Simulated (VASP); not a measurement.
# Al2Si3N (R-3m) in VASP: a series of runs

Al2Si3N is run at these levels: PBE; tasks: single point, relaxation of cell and atoms.

All numbers are computed with VASP 6.6.1; they aren't measurements. Logs are shortened: lines on timing, memory, paths and dates and some standing lists are left out, and cuts for length are marked.

## (1) The cell of the first run

It takes space group R-3m (No. 166, trigonal). The conventional cell has a = 4.627 Å, b = 4.627 Å, c = 12.331 Å, α = 90.00°, β = 90.00°, γ = 120.00°. Within 3.6 Å of Al (site symmetry 3m) lie 3 N at 2.73 Å and 9 Si at 2.76 to 2.93 Å and 4 Al at 2.90 to 2.99 Å. Within 3.1 Å of Si (site symmetry 2/m) lie 4 Si at 2.31 Å and 2 N at 2.45 Å and 6 Al at 2.76 to 2.93 Å. Within 3.2 Å of N (site symmetry -3m) lie 6 Si at 2.45 Å and 6 Al at 2.73 Å.

## (2) Single point, PBE

INCAR

```
PREC = Accurate
ENCUT = 520
EDIFF = 1E-7
ISMEAR = 0
SIGMA = 0.1
LREAL = F
LASPH = T
NELM = 80
ALGO = Normal
ISIF = 2
LWAVE = F
LCHARG = F
GGA = PE
NBANDS = 20
```

KPOINTS

```
Automatic mesh
0
Gamma
  6 6 6
```

POSCAR

```
Al2Si3N
1.0
    2.3136122600      1.3357646600      4.1102042100
   -2.3136122600      1.3357646600      4.1102042100
    0.0000000000     -2.6715293200      4.1102042100
Al Si N
2 3 1
Direct
    0.8785759800      0.8785759800      0.8785759800
    0.1214240200      0.1214240200      0.1214240200
    0.5000000000      0.0000000000      0.5000000000
    0.5000000000      0.5000000000      0.0000000000
    0.0000000000      0.5000000000      0.5000000000
    0.5000000000      0.5000000000      0.5000000000
```

Potentials or basis: VASP PAW PBE potentials, release 64 (Al, Si, N).

Launch:

```sh
$ cat potpaw_PBE.64/Al/POTCAR potpaw_PBE.64/Si/POTCAR potpaw_PBE.64/N/POTCAR > POTCAR
$ mpirun -np 1 vasp_std > vasp.out
```

OUTCAR:

```text
PREC = Accurate
   ENCUT = 520
   EDIFF = 1E-7
   ISMEAR = 0
   LREAL = F
   LASPH = T
   NELM = 80
   ISIF = 2
   GGA = PE

 ion  position               nearest neighbor table
   1  0.879  0.879  0.879-   3 2.76   5 2.76   3 2.76   5 2.76   4 2.76   4 2.76   2 2.90   2 2.90
                             2 2.90   4 2.93   5 2.93   3 2.93   2 2.99
   2  0.121  0.121  0.121-   3 2.76   5 2.76   5 2.76   3 2.76   4 2.76   4 2.76   1 2.90   1 2.90
                             1 2.90   4 2.93   3 2.93   5 2.93   1 2.99
   3  0.500  0.000  0.500-   4 2.31   4 2.31   5 2.31   5 2.31   6 2.45   6 2.45   1 2.76   2 2.76
                             1 2.76   2 2.76   1 2.93   2 2.93
   4  0.500  0.500  0.000-   3 2.31   5 2.31   3 2.31   5 2.31   6 2.45   6 2.45   1 2.76   2 2.76
                             1 2.76   2 2.76   1 2.93   2 2.93
   5  0.000  0.500  0.500-   4 2.31   4 2.31   3 2.31   3 2.31   6 2.45   6 2.45   2 2.76   1 2.76
                             2 2.76   1 2.76   1 2.93   2 2.93
   6  0.500  0.500  0.500-   4 2.45   4 2.45   5 2.45   3 2.45   3 2.45   5 2.45

  LATTYP: Found a trigonal (rhomboedric) cell.
 ALAT       =     4.9021268409
 COS(alpha) =     0.5545057935

  Lattice vectors:

 A1 = (   2.3136122600,   1.3357646600,   4.1102042100)
 A2 = (  -2.3136122600,   1.3357646600,   4.1102042100)
 A3 = (   0.0000000000,  -2.6715293200,   4.1102042100)

Analysis of symmetry for initial positions (statically):
=====================================================================
 Subroutine PRICEL returns:
 Original cell was already a primitive cell.

 Routine SETGRP: Setting up the symmetry group for a
 trigonal (rhombohedral) supercell.

 Subroutine GETGRP returns: Found 12 space group operations
 (whereof 12 operations were pure point group operations)
 out of a pool of 12 trial point group operations.

The static configuration has the point symmetry D_3d.

Analysis of symmetry for dynamics (positions and initial velocities):
=====================================================================
 Subroutine PRICEL returns:
 Original cell was already a primitive cell.

 Routine SETGRP: Setting up the symmetry group for a
 trigonal (rhombohedral) supercell.

 Subroutine GETGRP returns: Found 12 space group operations
 (whereof 12 operations were pure point group operations)
 out of a pool of 12 trial point group operations.

The dynamic configuration has the point symmetry D_3d.

 Subroutine INISYM returns: Found 12 space group operations
 (whereof 12 operations are pure point group operations),
 and found     1 'primitive' translations

----------------------------------------------------------------------------------------

                                     Primitive cell

  volume of cell :      76.2141

  direct lattice vectors                    reciprocal lattice vectors
     2.313612260  1.335764660  4.110204210     0.216112271  0.124772478  0.081098971
    -2.313612260  1.335764660  4.110204210    -0.216112271  0.124772478  0.081098971
     0.000000000 -2.671529320  4.110204210     0.000000000 -0.249544956  0.081098971

  length of vectors
     4.902126841  4.902126841  4.902126840     0.262392317  0.262392317  0.262392317

  position of ions in fractional coordinates (direct lattice)
     0.878575980  0.878575980  0.878575980
     0.121424020  0.121424020  0.121424020
     0.500000000  1.000000000  0.500000000
     0.500000000  0.500000000  0.000000000
     1.000000000  0.500000000  0.500000000
     0.500000000  0.500000000  0.500000000

  ion indices of the primitive-cell ions
   primitive index   ion index
                 1           1
                 2           2
                 3           3
                 4           4
                 5           5
                 6           6

----------------------------------------------------------------------------------------

 KPOINTS: Automatic mesh

Automatic generation of k-mesh.
 Grid dimensions read from file:
 generate k-points for:    6    6    6

 Generating k-lattice:

  Cartesian coordinates                     Fractional coordinates (reciprocal lattice)
     0.036018712  0.020795413  0.013516495     0.166666667  0.000000000  0.000000000
    -0.036018712  0.020795413  0.013516495     0.000000000  0.166666667  0.000000000
     0.000000000 -0.041590826  0.013516495     0.000000000  0.000000000  0.166666667

  Length of vectors
     0.043732053  0.043732053  0.043732053

  Shift w.r.t. Gamma in fractional coordinates (k-lattice)
     0.000000000  0.000000000  0.000000000

 Subroutine IBZKPT returns following result:
 ===========================================

 Found     32 irreducible k-points:

 Following reciprocal coordinates:
            Coordinates               Weight
  0.000000  0.000000  0.000000      1.000000
  0.166667 -0.000000  0.000000      6.000000
  0.333333 -0.000000  0.000000      6.000000
  0.500000 -0.000000  0.000000      3.000000
  0.166667  0.166667  0.000000      6.000000
  0.333333  0.166667 -0.000000     12.000000
[... 16 lines left out ...]
  0.500000  0.500000  0.166667      6.000000
 -0.333333  0.500000  0.166667     12.000000
 [... further k-points ...]
   k-points           NKPTS =     32   k-points in BZ     NKDIM =     32   number of bands    NBANDS=     20
   number of dos      NEDOS =    301   number of ions     NIONS =      6
   total plane-waves  NPLWV =  46656
   dimension x,y,z NGX =    36 NGY =   36 NGZ =   36
   dimension x,y,z NGXF=    72 NGYF=   72 NGZF=   72
   ions per type =               2   3   1
   NGX,Y,Z   is equivalent  to a cutoff of  12.21, 12.21, 12.21 a.u.
   NGXF,Y,Z  is equivalent  to a cutoff of  24.42, 24.42, 24.42 a.u.
 SYSTEM =  unknown system
   PREC   = accura    normal or accurate (medium, high low for compatibility)
   ISTART =      0    job   : 0-new  1-cont  2-samecut
   ICHARG =      2    charge: 1-file 2-atom 10-const
   ISPIN  =      1    spin polarized calculation?
   LNONCOLLINEAR =      F non collinear calculations
   LSORBIT =      F    spin-orbit coupling
   LASPH  =      T    aspherical Exc in radial PAW
   ENCUT  =  520.0 eV  38.22 Ry    6.18 a.u.   9.11  9.11  9.11*2*pi/ulx,y,z
   NELM   =     80;   NELMIN=  2; NELMDL= -5     # of ELM steps
   EDIFF  = 0.1E-06   stopping-criterion for ELM
   LREAL  =      F    real-space projection
   EDIFFG = 0.1E-05   stopping-criterion for IOM
   NSW    =      0    number of steps for IOM
   IBRION =     -1    ionic relax: 0-MD 1-quasi-New 2-CG
   NFREE  =      0    steps in history (QN), initial steepest desc. (CG)
   ISIF   =      2    stress and relaxation
   ISYM   =      2    0-nonsym 1-usesym 2-fastsym
   POTIM  = 0.5000    time-step for ionic-motion
   TEBEG  =    0.0;   TEEND  =   0.0 temperature during run
   PSTRESS=    0.0 pullay stress
   NELECT =      23.0000    total number of electrons
   NUPDOWN=      -1.0000    fix difference up-down
   EMIN   =  10.00;   EMAX   =-10.00  energy-range for DOS
   EFERMI =   0.00;   METHOD = LEGACY
   ISMEAR =     0;   SIGMA  =   0.10  broadening in eV -4-tet -1-fermi 0-gaus
   EFERMI_NEDOS =   21; number of points for ismear=-14 and -15
   IALGO  =     38    algorithm
   IMIX   =      4    mixing-type and parameters
     AMIX     =   0.40;   BMIX     =  1.00
     AMIX_MAG =   1.60;   BMIX_MAG =  1.00
  volume/ion in A,a.u.               =      12.70        85.72
  Fermi-wavevector in a.u.,A,eV,Ry     =   1.098093  2.075095 16.406012  1.205808
  Thomas-Fermi vector in A             =   2.234464
   LORBIT       =      0    0 simple, 1 ext, 2 COOP (PROOUT), +10 PAW based schemes
   GGA     = PE    functional components
   LHFCALC =     F    Hartree Fock is set to
   AEXX    =    0.0000 exact exchange contribution
   IVDW    =     0    specifies the selected vdW correction
   LEPSILON=     F    determine dielectric tensor
   LRPA    =     F    only Hartree local field effects (RPA)
 non-spin polarized calculation
 Gauss-broadening in eV      SIGMA  =   0.10
  energy-cutoff  :      520.00
  volume of cell :       76.21
 maximum number of plane-waves:      2070
   NGX = 19   NGY = 19   NGZ = 19

 number of electron      23.0000001 magnetization

 Free energy of the ion-electron system (eV)
  ---------------------------------------------------
  ext. energy  EPLUGINS =         0.00000000
  ---------------------------------------------------
  free energy    TOTEN  =       -27.00886009 eV

  energy without entropy =      -26.99583522  energy(sigma->0) =      -27.00234765

 E-fermi :  10.0878     XC(G=0): -11.2467

 val. band max:       10.0530719327   @ k =  -0.3333   0.5000   0.1667
 cond. band min:      10.0888342813   @ k =   0.3333   0.3333   0.0000
 fundamental gap:      0.0357623486
 Fermi energy:        10.0878356902

 k-point     1 :       0.0000    0.0000    0.0000
  band No.  band energies     occupation
      1      -5.9351      2.00000
      2      -1.2520      2.00000
      3       2.3105      2.00000
      4       3.8770      2.00000
      5       4.5717      2.00000
      6       4.5717      2.00000
[... 12 lines left out ...]
     19      16.9165      0.00000
     20      19.5079      0.00000

 k-point     2 :       0.1667   -0.0000    0.0000
  band No.  band energies     occupation
      1      -5.7611      2.00000
      2      -1.3299      2.00000
      3       1.6079      2.00000
      4       3.0620      2.00000
      5       4.0749      2.00000
      6       4.2240      2.00000
[... 12 lines left out ...]
     19      17.1455      0.00000
     20      17.5935      0.00000

 k-point     3 :       0.3333   -0.0000    0.0000
  band No.  band energies     occupation
      1      -5.3370      2.00000
      2      -1.5262      2.00000
      3       0.2086      2.00000
      4       2.4903      2.00000
      5       3.6393      2.00000
      6       4.2589      2.00000
[... 12 lines left out ...]
     19      16.0481      0.00000
     20      16.1276      0.00000

 k-point     4 :       0.5000   -0.0000    0.0000
  band No.  band energies     occupation
      1      -5.0617      2.00000
      2      -1.6950      2.00000
      3      -0.3710      2.00000
      4       2.3298      2.00000
      5       3.5075      2.00000
      6       4.1366      2.00000
[... 429 lines left out ...]
 k-point    23 :       0.5000    0.5000    0.1667
  band No.  band energies     occupation
      1      -4.7483      2.00000
      2      -2.6207      2.00000
      3       0.3159      2.00000
      4       2.4041      2.00000
      5       2.4153      2.00000
      6       3.4466      2.00000
[... 12 lines left out ...]
     19      15.2836      0.00000
     20      15.4912      0.00000

 k-point    24 :      -0.3333    0.5000    0.1667
  band No.  band energies     occupation
      1      -4.6944      2.00000
      2      -2.1787      2.00000
      3      -0.1655      2.00000
      4       0.7793      2.00000
      5       3.3255      2.00000
      6       4.4451      2.00000
[... 12 lines left out ...]
     19      15.0611      0.00000
     20      15.7086      0.00000

 [... further k-points ...]
[... 5 lines left out ...]
  --------------------------------------------------------------------------------------
  -------------------------------------------------------------------------------------
  Total        9.0558977      9.0558977     -0.2954316     -0.0000000     -0.0000000     -0.0000000
  in kB      190.3736843    190.3736840     -6.2105836     -0.0000000     -0.0000000     -0.0000000
  external PRESSURE =     124.8455949 kB  Pullay stress =       0.0000000 kB

 VOLUME and BASIS-vectors are now :
 -----------------------------------------------------------------------------
  energy-cutoff  :      520.00
  volume of cell :       76.21
      direct lattice vectors                 reciprocal lattice vectors
     2.313612260  1.335764660  4.110204210     0.216112271  0.124772478  0.081098971
    -2.313612260  1.335764660  4.110204210    -0.216112271  0.124772478  0.081098971
     0.000000000 -2.671529320  4.110204210     0.000000000 -0.249544956  0.081098971

 POSITION                                       TOTAL-FORCE (eV/Angst)
 -----------------------------------------------------------------------------------
      0.00000      0.00000     10.83338        -0.000000     -0.000000     -0.436244
      0.00000      0.00000      1.49723        -0.000000     -0.000000      0.436244
      1.15681     -0.66788      4.11020        -0.000000     -0.000000      0.000000
      0.00000      1.33576      4.11020         0.000000      0.000000      0.000000
     -1.15681     -0.66788      4.11020        -0.000000      0.000000      0.000000
      0.00000      0.00000      6.16531         0.000000      0.000000      0.000000
 -----------------------------------------------------------------------------------
    total drift:                               -0.000000     -0.000000      0.000000

  FREE ENERGIE OF THE ION-ELECTRON SYSTEM (eV)
  ---------------------------------------------------
  free  energy   TOTEN  =       -27.0088600855 eV

  energy  without entropy=      -26.9958352177  energy(sigma->0) =      -27.00234765
```

It took 38 s on 1 thread of Intel Xeon Platinum 8259CL at 2.50GHz (Skylake/Cascade Lake), shared host; peak memory 0.21 GiB.

Results:

```yaml
Free_energy: -27.0089 eV
Pressure: 12.5 GPa
Largest_force: 0.436 eV/Å
```

Forces in eV/Å, atoms in the order of the input:
```
Al   0.000  0.000 -0.436
Al   0.000  0.000  0.436
Si   0.000  0.000  0.000
Si   0.000  0.000  0.000
Si   0.000  0.000  0.000
N    0.000  0.000  0.000
```

Stress tensor (GPa, compression positive):
```
19.04  0.00  0.00
 0.00 19.04  0.00
 0.00  0.00 -0.62
```

Levels at points of the mesh, in eV from the Fermi level:
| k point | band 9 | band 10 | band 11 | band 12 | band 13 | band 14 | band 15 | band 16 |
| --- | --- | --- | --- | --- | --- | --- | --- | --- |
| (0.00, 0.00, 0.00) | -4.34 | -3.23 | -3.23 | -1.72 | -0.37 | -0.37 | 0.91 | 2.55 |
| (0.50, 0.00, 0.00) | -2.68 | -1.54 | -0.39 | 0.12 | 0.34 | 2.26 | 3.05 | 3.37 |
| (0.50, 0.50, 0.00) | -1.85 | -0.69 | 0.54 | 0.82 | 1.73 | 1.74 | 2.88 | 2.91 |
| (0.50, 0.50, 0.50) | -3.67 | -2.39 | -1.17 | -1.17 | 0.63 | 0.63 | 2.61 | 3.51 |

## (3) Single point, PBE

This run uses another cell than the first one, of 14.45 Å³/atom, 1.138 times its volume.

INCAR

```
SYSTEM = Al2Si3N
PREC = Accurate ; ENCUT = 520
EDIFF = 1E-6 ; ISMEAR = 0
SIGMA = 0.1 ; LREAL = .FALSE.
LASPH = .TRUE. ; NELM = 60
ALGO = Normal ; ISIF = 2
LWAVE = .FALSE. ; LCHARG = .FALSE.
GGA = PE ; NBANDS = 20
```

KPOINTS

```
Automatic mesh
0
G
  6 6 6
  0 0 0
```

POSCAR

```
Al2Si3N
1.0
    2.8748913791      1.6598193116      3.0282347773
   -2.8748913791      1.6598193116      3.0282347773
    0.0000000000     -3.3196386233      3.0282347773
Al Si N
2 3 1
Direct
    0.8676155993      0.8676155993      0.8676155993
    0.1323844007      0.1323844007      0.1323844007
    0.5000000000      0.0000000000      0.5000000000
    0.5000000000      0.5000000000      0.0000000000
    0.0000000000      0.5000000000      0.5000000000
    0.5000000000      0.5000000000      0.5000000000
```

Potentials or basis: VASP PAW PBE potentials, release 64 (Al, Si, N).

Launch:

```sh
$ cat potpaw_PBE.64/Al/POTCAR potpaw_PBE.64/Si/POTCAR potpaw_PBE.64/N/POTCAR > POTCAR
$ mpirun -np 1 vasp_std > vasp.out
```

Run time: 36 s. Hardware: 1 thread of Intel Xeon Platinum 8259CL at 2.50GHz (Skylake/Cascade Lake), shared host; peak memory 0.22 GiB.

The run converged. Its results:

```yaml
Free_energy: -28.6263 eV
Pressure: -0.1 GPa
Largest_force: 0.008 eV/Å
```

Forces in eV/Å, atoms in the order of the input:
```
Al   0.000  0.000 -0.008
Al   0.000  0.000  0.008
Si   0.000  0.000  0.000
Si   0.000  0.000  0.000
Si   0.000  0.000  0.000
N    0.000  0.000  0.000
```

Stress tensor (GPa, compression positive):
```
-0.19  0.00  0.00
 0.00 -0.19  0.00
 0.00  0.00  0.15
```

Levels at points of the mesh, in eV from the Fermi level:
```
           k point  band 9  band 10  band 11  band 12  band 13  band 14
(0.00, 0.00, 0.00)   -2.70    -1.49    -1.49     0.62     0.62     1.34
(0.50, 0.00, 0.00)   -2.69    -2.39    -1.76    -0.16     0.22     1.97
(0.50, 0.50, 0.00)   -1.96    -1.08    -0.75     0.30     0.67     0.77
(0.50, 0.50, 0.50)   -1.84    -0.20    -0.20    -0.16     2.24     2.24
```

## (4) Relaxation of cell and atoms, PBE

INCAR

```
SYSTEM = Al2Si3N
PREC = Accurate
ENCUT = 600
EDIFF = 1E-7
ISMEAR = 0
SIGMA = 0.1
LREAL = .FALSE.
LASPH = .TRUE.
NELM = 60
ALGO = Normal
ISIF = 3
LWAVE = .FALSE.
LCHARG = .FALSE.
GGA = PE
IBRION = 2
NSW = 90
EDIFFG = -0.04
```

KPOINTS

```
regular mesh
0
G
  6 6 6
  0 0 0
```

POSCAR

```
Al2Si3N
1.0
    2.3136122600      1.3357646600      4.1102042100
   -2.3136122600      1.3357646600      4.1102042100
    0.0000000000     -2.6715293200      4.1102042100
Al Si N
2 3 1
Direct
    0.8785759800      0.8785759800      0.8785759800
    0.1214240200      0.1214240200      0.1214240200
    0.5000000000      0.0000000000      0.5000000000
    0.5000000000      0.5000000000      0.0000000000
    0.0000000000      0.5000000000      0.5000000000
    0.5000000000      0.5000000000      0.5000000000
```

Launch:

```sh
$ cat potpaw_PBE.64/Al/POTCAR potpaw_PBE.64/Si/POTCAR potpaw_PBE.64/N/POTCAR > POTCAR
$ mpirun -np 1 vasp_std > vasp.out
```

It took 7.1 min on 1 thread of Intel Xeon Platinum 8259CL at 2.50GHz (Skylake/Cascade Lake), shared host; peak memory 0.26 GiB.

Results (log left out):

| Item | Value |
| --- | --- |
| Free energy | -28.6047 eV |
| Relaxed volume | 14.36 Å³/atom |
| Relaxed cell | a = 4.489 Å, b = 4.489 Å, c = 4.489 Å, α = 79.18°, β = 79.18°, γ = 79.18° |
| Space group after relaxing (to 0.05 Å) | R-3m (No. 166) |
| Energy gained by relaxing | 265.6 meV/atom |
| Ionic steps | 13 |
| Pressure after relaxing | -0.1 GPa |
| Largest force after relaxing | 0.018 eV/Å |

Forces in eV/Å, atoms in the order of the input:
```
Al   0.000  0.000  0.018
Al   0.000  0.000 -0.018
Si   0.000  0.000  0.000
Si   0.000  0.000  0.000
Si   0.000  0.000  0.000
N    0.000  0.000  0.000
```

Stress tensor (GPa, compression positive):
```
 0.07  0.00  0.00
 0.00  0.07  0.00
 0.00  0.00 -0.42
```

The path:
```
step  energy change (eV)  largest force (eV/Å)  pressure (GPa)  volume (Å³)
   1              0.0000                0.4362           12.46        76.21
   2             -0.5535                0.1565           -3.37        87.48
   3             -0.5545                0.1690           -2.79        86.86
   4             -0.7128                0.0326           -1.58        85.08
   5             -0.9729                0.2761            5.67        79.22
   6             -1.0670                0.1933            4.81        79.90
   7             -1.3218                0.0084            2.39        81.66
   8             -1.4049                1.4922            4.66        83.78
   9             -1.4625                0.2707            2.03        82.60
  10             -1.5426                0.7729            2.80        83.30
  11             -1.5901                0.2025            0.21        85.68
  12             -1.5923                0.0611           -0.45        86.35
  13             -1.5939                0.0185           -0.09        86.18
```

Final structure:
```
CELL_PARAMETERS angstrom
2.86075 1.65166 3.03982
-2.86075 1.65166 3.03982
0.00000 -3.30331 3.03982
ATOMIC_POSITIONS crystal
Al 0.86788 0.86788 0.86788
Al 0.13212 0.13212 0.13212
Si 0.50000 0.00000 0.50000
Si 0.50000 0.50000 0.00000
Si 0.00000 0.50000 0.50000
N 0.50000 0.50000 0.50000
```

Levels at points of the mesh, in eV from the Fermi level:
```csv
k point,band 9,band 10,band 11,band 12,band 13,band 14
"(0.00, 0.00, 0.00)",-2.73,-1.57,-1.57,0.67,0.67,1.26
"(0.50, 0.00, 0.00)",-2.80,-2.41,-1.76,-0.16,0.11,2.01
"(0.50, 0.50, 0.00)",-1.98,-1.09,-0.81,0.33,0.69,0.78
"(0.50, 0.50, 0.50)",-1.93,-0.24,-0.22,-0.22,2.17,2.17
```

[end of part 1 of 2]
